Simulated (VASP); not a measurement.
# La (P6_3/mmc) in VASP: a series of runs

Runs on La. Level: RPBE. Tasks: single point.

All numbers are computed with VASP 6.6.1; they aren't measurements. Logs are shortened: lines on timing, memory, paths and dates and some standing lists are left out, and cuts for length are marked.

## Step 1: The cell of the first run

Symmetry: P6_3/mmc, No. 194, hexagonal system. Conventional cell: a = 3.699 Å, b = 3.699 Å, c = 5.925 Å, α = 90.00°, β = 90.00°, γ = 120.00°. La (site symmetry -6m2) has 12 La at 3.65 to 3.70 Å within 4.8 Å.

## Step 2: Single point, RPBE (35.10 Å³/atom)

Contents of INCAR:

```
SYSTEM = La
ALGO     = Normal         ! electronic algorithm
EDIFF    = 1E-7           ! SCF threshold, eV
ENCUT    = 520            ! plane-wave cutoff, eV
GGA      = RP             ! functional
ISIF     = 2              ! what is computed and relaxed
ISMEAR   = -1             ! smearing method
LASPH    = .TRUE.         ! aspherical terms in the spheres
LCHARG   = .FALSE.        ! write CHGCAR
LREAL    = .FALSE.        ! projectors in reciprocal space
LWAVE    = .FALSE.        ! write WAVECAR
NBANDS   = 18             ! bands
NELM     = 80             ! most SCF steps
PREC     = Accurate       ! precision mode
SIGMA    = 0.1            ! smearing width, eV
```

Contents of KPOINTS:

```
k-points
0
G
  11 11 6
  0 0 0
```

Contents of POSCAR:

```
La
1.0
    3.6988366747      0.0000000000      0.0000000000
   -1.8494183373      3.2032865248      0.0000000000
    0.0000000000      0.0000000000      5.9251508402
La
2
Direct
    0.3333333333      0.6666666667      0.2500000000
    0.6666666667      0.3333333333      0.7500000000
```

Potentials or basis: VASP PAW PBE potentials, release 64 (La).

Started as:

```console
$ cat potpaw_PBE.64/La/POTCAR > POTCAR
$ mpirun -np 1 vasp_std > vasp.out
```

OUTCAR:

```text
SYSTEM = La
   EDIFF = 1E-7
   ENCUT = 520
   GGA = RP
   ISIF = 2
   ISMEAR = -1
   LASPH = .TRUE.
   LREAL = .FALSE.
   NELM = 80
   PREC = Accurate

 ion  position               nearest neighbor table
   1  0.333  0.667  0.250-   2 3.65   2 3.65   2 3.65   2 3.65   2 3.65   2 3.65
   2  0.667  0.333  0.750-   1 3.65   1 3.65   1 3.65   1 3.65   1 3.65   1 3.65

  LATTYP: Found a hexagonal cell.
 ALAT       =     3.6988366747
 C/A-ratio  =     1.6018957746

  Lattice vectors:

 A1 = (   3.6988366747,   0.0000000000,   0.0000000000)
 A2 = (  -1.8494183373,   3.2032865248,   0.0000000000)
 A3 = (   0.0000000000,   0.0000000000,   5.9251508402)

Analysis of symmetry for initial positions (statically):
=====================================================================
 Subroutine PRICEL returns:
 Original cell was already a primitive cell.

 Routine SETGRP: Setting up the symmetry group for a
 hexagonal supercell.

 Subroutine GETGRP returns: Found 24 space group operations
 (whereof 12 operations were pure point group operations)
 out of a pool of 24 trial point group operations.

The static configuration has the point symmetry D_3d.
 The point group associated with its full space group is D_6h.

Analysis of symmetry for dynamics (positions and initial velocities):
=====================================================================
 Subroutine PRICEL returns:
 Original cell was already a primitive cell.

 Routine SETGRP: Setting up the symmetry group for a
 hexagonal supercell.

 Subroutine GETGRP returns: Found 24 space group operations
 (whereof 12 operations were pure point group operations)
 out of a pool of 24 trial point group operations.

The dynamic configuration has the point symmetry D_3d.
 The point group associated with its full space group is D_6h.

 Subroutine INISYM returns: Found 24 space group operations
 (whereof 12 operations are pure point group operations),
 and found     1 'primitive' translations

----------------------------------------------------------------------------------------

                                     Primitive cell

  volume of cell :      70.2038

  direct lattice vectors                    reciprocal lattice vectors
     3.698836675  0.000000000  0.000000000     0.270355273  0.156089690  0.000000000
    -1.849418337  3.203286525  0.000000000     0.000000000  0.312179380  0.000000000
     0.000000000  0.000000000  5.925150840     0.000000000  0.000000000  0.168772075

  length of vectors
     3.698836675  3.698836675  5.925150840     0.312179380  0.312179380  0.168772075

  position of ions in fractional coordinates (direct lattice)
     0.333333333  0.666666667  0.250000000
     0.666666667  0.333333333  0.750000000

  ion indices of the primitive-cell ions
   primitive index   ion index
                 1           1
                 2           2

----------------------------------------------------------------------------------------

 KPOINTS: k-points

Automatic generation of k-mesh.
 Grid dimensions read from file:
 generate k-points for:   11   11    6

 Generating k-lattice:

  Cartesian coordinates                     Fractional coordinates (reciprocal lattice)
     0.024577752  0.014189972  0.000000000     0.090909091  0.000000000  0.000000000
     0.000000000  0.028379944  0.000000000     0.000000000  0.090909091  0.000000000
     0.000000000  0.000000000  0.028128679     0.000000000  0.000000000  0.166666667

  Length of vectors
     0.028379944  0.028379944  0.028128679

  Shift w.r.t. Gamma in fractional coordinates (k-lattice)
     0.000000000  0.000000000  0.000000000

 Subroutine IBZKPT returns following result:
 ===========================================

 Found     64 irreducible k-points:

 Following reciprocal coordinates:
            Coordinates               Weight
  0.000000  0.000000  0.000000      1.000000
  0.090909 -0.000000  0.000000      6.000000
  0.181818  0.000000  0.000000      6.000000
  0.272727 -0.000000  0.000000      6.000000
  0.363636 -0.000000  0.000000      6.000000
  0.454545 -0.000000  0.000000      6.000000
[... 16 lines left out ...]
  0.090909  0.090909  0.166667     12.000000
  0.181818  0.090909  0.166667     24.000000
 [... further k-points ...]
   k-points           NKPTS =     64   k-points in BZ     NKDIM =     64   number of bands    NBANDS=     18
   number of dos      NEDOS =    301   number of ions     NIONS =      2
   total plane-waves  NPLWV =  37632
   dimension x,y,z NGX =    28 NGY =   28 NGZ =   48
   dimension x,y,z NGXF=    56 NGYF=   56 NGZF=   96
   ions per type =               2
   NGX,Y,Z   is equivalent  to a cutoff of  12.58, 12.58, 13.47 a.u.
   NGXF,Y,Z  is equivalent  to a cutoff of  25.17, 25.17, 26.94 a.u.
 SYSTEM =  La
   PREC   = accura    normal or accurate (medium, high low for compatibility)
   ISTART =      0    job   : 0-new  1-cont  2-samecut
   ICHARG =      2    charge: 1-file 2-atom 10-const
   ISPIN  =      1    spin polarized calculation?
   LNONCOLLINEAR =      F non collinear calculations
   LSORBIT =      F    spin-orbit coupling
   LASPH  =      T    aspherical Exc in radial PAW
   ENCUT  =  520.0 eV  38.22 Ry    6.18 a.u.   6.88  6.88 11.02*2*pi/ulx,y,z
   NELM   =     80;   NELMIN=  2; NELMDL= -5     # of ELM steps
   EDIFF  = 0.1E-06   stopping-criterion for ELM
   LREAL  =      F    real-space projection
   EDIFFG = 0.1E-05   stopping-criterion for IOM
   NSW    =      0    number of steps for IOM
   IBRION =     -1    ionic relax: 0-MD 1-quasi-New 2-CG
   NFREE  =      0    steps in history (QN), initial steepest desc. (CG)
   ISIF   =      2    stress and relaxation
   ISYM   =      2    0-nonsym 1-usesym 2-fastsym
   POTIM  = 0.5000    time-step for ionic-motion
   TEBEG  =    0.0;   TEEND  =   0.0 temperature during run
   PSTRESS=    0.0 pullay stress
   NELECT =      22.0000    total number of electrons
   NUPDOWN=      -1.0000    fix difference up-down
   EMIN   =  10.00;   EMAX   =-10.00  energy-range for DOS
   EFERMI =   0.00;   METHOD = LEGACY
   ISMEAR =    -1;   SIGMA  =   0.10  broadening in eV -4-tet -1-fermi 0-gaus
   EFERMI_NEDOS =   21; number of points for ismear=-14 and -15
   IALGO  =     38    algorithm
   IMIX   =      4    mixing-type and parameters
     AMIX     =   0.40;   BMIX     =  1.00
     AMIX_MAG =   1.60;   BMIX_MAG =  1.00
  volume/ion in A,a.u.               =      35.10       236.88
  Fermi-wavevector in a.u.,A,eV,Ry     =   1.111976  2.101331 16.823491  1.236492
  Thomas-Fermi vector in A             =   2.248546
   LORBIT       =      0    0 simple, 1 ext, 2 COOP (PROOUT), +10 PAW based schemes
   GGA     = RP    functional components
   LHFCALC =     F    Hartree Fock is set to
   AEXX    =    0.0000 exact exchange contribution
   IVDW    =     0    specifies the selected vdW correction
   LEPSILON=     F    determine dielectric tensor
   LRPA    =     F    only Hartree local field effects (RPA)
 non-spin polarized calculation
  energy-cutoff  :      520.00
  volume of cell :       70.20
 maximum number of plane-waves:      1902
 NGX is ok and might be reduce to    28
   NGX = 13   NGY = 13   NGZ = 23

 number of electron      22.0000002 magnetization

 Free energy of the ion-electron system (eV)
  ---------------------------------------------------
  ext. energy  EPLUGINS =         0.00000000
  ---------------------------------------------------
  free energy    TOTEN  =        -9.01494820 eV

  energy without entropy =       -8.89528145  energy(sigma->0) =       -8.95511483

 E-fermi :   8.5009     XC(G=0):  -9.7096

 val. band max:        8.4849772119   @ k =   0.2727   0.2727   0.1667
 cond. band min:       8.5319343119   @ k =   0.2727   0.2727   0.5000
 fundamental gap:      0.0469571000
 Fermi energy:         8.5008776551

 k-point     1 :       0.0000    0.0000    0.0000
  band No.  band energies     occupation
      1     -24.2990      2.00000
      2     -24.0373      2.00000
      3      -8.8320      2.00000
      4      -7.4429      2.00000
      5      -7.4429      2.00000
      6      -7.2178      2.00000
[... 10 lines left out ...]
     17      10.2500      0.00000
     18      10.3880      0.00000

 k-point     2 :       0.0909   -0.0000    0.0000
  band No.  band energies     occupation
      1     -24.2828      2.00000
      2     -24.0301      2.00000
      3      -8.7922      2.00000
      4      -7.5461      2.00000
      5      -7.4756      2.00000
      6      -7.3234      2.00000
[... 10 lines left out ...]
     17      10.2653      0.00000
     18      10.2894      0.00000

 k-point     3 :       0.1818    0.0000    0.0000
  band No.  band energies     occupation
      1     -24.2383      2.00000
      2     -24.0117      2.00000
      3      -8.6784      2.00000
      4      -7.8166      2.00000
      5      -7.5912      2.00000
      6      -7.5583      2.00000
[... 10 lines left out ...]
     17      10.3647      0.00000
     18      10.3790      0.00000

 k-point     4 :       0.2727   -0.0000    0.0000
  band No.  band energies     occupation
      1     -24.1760      2.00000
      2     -23.9904      2.00000
      3      -8.5073      2.00000
      4      -8.1574      2.00000
      5      -7.9139      2.00000
      6      -7.6589      2.00000
[... 375 lines left out ...]
      4      -8.4314      2.00000
      5      -8.0215      2.00000
      6      -7.7705      2.00000
[... 10 lines left out ...]
     17      10.4711      0.00000
     18      10.5142      0.00000

 k-point    23 :       0.0909    0.0909    0.1667
  band No.  band energies     occupation
      1     -24.2372      2.00000
      2     -24.0336      2.00000
      3      -8.6377      2.00000
      4      -7.6803      2.00000
      5      -7.6289      2.00000
      6      -7.4854      2.00000
[... 10 lines left out ...]
     17      10.3747      0.00000
     18      10.4403      0.00000

 k-point    24 :       0.1818    0.0909    0.1667
  band No.  band energies     occupation
      1     -24.1858      2.00000
      2     -24.0114      2.00000
      3      -8.5358      2.00000
      4      -7.9549      2.00000
      5      -7.8764      2.00000
      6      -7.6002      2.00000
[... 10 lines left out ...]
     17      10.3934      0.00000
     18      10.4293      0.00000

 [... further k-points ...]

------------------------ aborting loop because EDIFF is reached ----------------------------------------

  FORCE on cell =-STRESS in cart. coord.  units (eV):
  Direction    XX          YY          ZZ          XY          YZ          ZX
  --------------------------------------------------------------------------------------
  -------------------------------------------------------------------------------------
  Total        1.4744470      1.4744470      1.6272168      0.0000000      0.0000000      0.0000000
  in kB       33.6495615     33.6495615     37.1360446      0.0000000      0.0000000      0.0000000
  external PRESSURE =      34.8117225 kB  Pullay stress =       0.0000000 kB

 VOLUME and BASIS-vectors are now :
 -----------------------------------------------------------------------------
  energy-cutoff  :      520.00
  volume of cell :       70.20
      direct lattice vectors                 reciprocal lattice vectors
     3.698836675  0.000000000  0.000000000     0.270355273  0.156089690  0.000000000
    -1.849418337  3.203286525  0.000000000     0.000000000  0.312179380  0.000000000
     0.000000000  0.000000000  5.925150840     0.000000000  0.000000000  0.168772075

 POSITION                                       TOTAL-FORCE (eV/Angst)
 -----------------------------------------------------------------------------------
     -0.00000      2.13552      1.48129         0.000000     -0.000000      0.000000
      1.84942      1.06776      4.44386        -0.000000      0.000000      0.000000
 -----------------------------------------------------------------------------------
    total drift:                               -0.000000      0.000000     -0.000000

  FREE ENERGIE OF THE ION-ELECTRON SYSTEM (eV)
  ---------------------------------------------------
  free  energy   TOTEN  =        -9.0149482040 eV

  energy  without entropy=       -8.8952814537  energy(sigma->0) =       -8.95511483
```

Wall time 79 s (1 thread of AMD EPYC 9R45 (Zen 5), shared host); peak memory 0.21 GiB.

Results:

```
Free energy            : -9.0149 eV
Pressure               : 3.5 GPa
Band gap on the k mesh : zero (bands 11 and 12 overlap by 1.56 eV)
```

Levels at points of the mesh, in eV from the Fermi level:
```csv
k point,band 8,band 9,band 10,band 11,band 12,band 13,band 14,band 15
"(0.00, 0.00, 0.00)",-15.66,-3.10,-1.82,1.15,1.34,1.34,1.62,1.74
"(0.00, 0.00, 0.50)",-15.83,-1.76,-1.76,0.66,0.66,1.38,1.38,1.38
```

Caveat: the cell stands under pressure; the PAW data sets were made with another functional, which shifts forces and pressure a little; spin-orbit coupling is left out, which moves the levels of the heavy elements.

## Step 3: Single point, RPBE (36.70 Å³/atom)

This run uses another cell than the first one, of 36.70 Å³/atom.

Contents of INCAR:

```
SYSTEM = La
PREC = Accurate ; ENCUT = 520
EDIFF = 1E-6 ; ISMEAR = -1
SIGMA = 0.1 ; LREAL = .False.
LASPH = .True. ; NELM = 80
ALGO = Normal ; ISIF = 2
LWAVE = .False. ; LCHARG = .True.
GGA = RP ; LELF = .True.
LVHAR = .True. ; NBANDS = 18
```

Contents of KPOINTS:

```
Automatic mesh
0
Gamma
  11 11 6
  0 0 0
```

Contents of POSCAR:

```
La
1.0
    3.7540513325      0.0000000000      0.0000000000
   -1.8770256662      3.2511038211      0.0000000000
    0.0000000000      0.0000000000      6.0135989673
La
2
Direct
    0.3333333333      0.6666666667      0.2500000000
    0.6666666667      0.3333333333      0.7500000000
```

Potentials or basis: VASP PAW PBE potentials, release 64 (La).

Started as:

```console
$ cat potpaw_PBE.64/La/POTCAR > POTCAR
$ mpirun -np 1 vasp_std > vasp.out
```

Run time: 71 s. Hardware: 1 thread of AMD EPYC 9R45 (Zen 5), shared host; peak memory 0.21 GiB.

The run converged. Its results:

```
Free energy            : -9.0715 eV
Pressure               : 2.2 GPa
Band gap on the k mesh : zero (bands 11 and 12 overlap by 1.49 eV)
```

Stress tensor (GPa, compression positive):
```
2.10 0.00 0.00
0.00 2.10 0.00
0.00 0.00 2.28
```

Levels at points of the mesh, in eV from the Fermi level:
```csv
k point,band 8,band 9,band 10,band 11,band 12,band 13,band 14,band 15
"(0.00, 0.00, 0.00)",-15.81,-3.15,-1.76,1.14,1.32,1.32,1.57,1.67
"(0.00, 0.00, 0.50)",-15.96,-1.82,-1.82,0.62,0.62,1.36,1.36,1.36
```

Caveat: the PAW data sets were made with another functional, which shifts forces and pressure a little; spin-orbit coupling is left out, which moves the levels of the heavy elements.

(Part 1 of 2 ends here.)
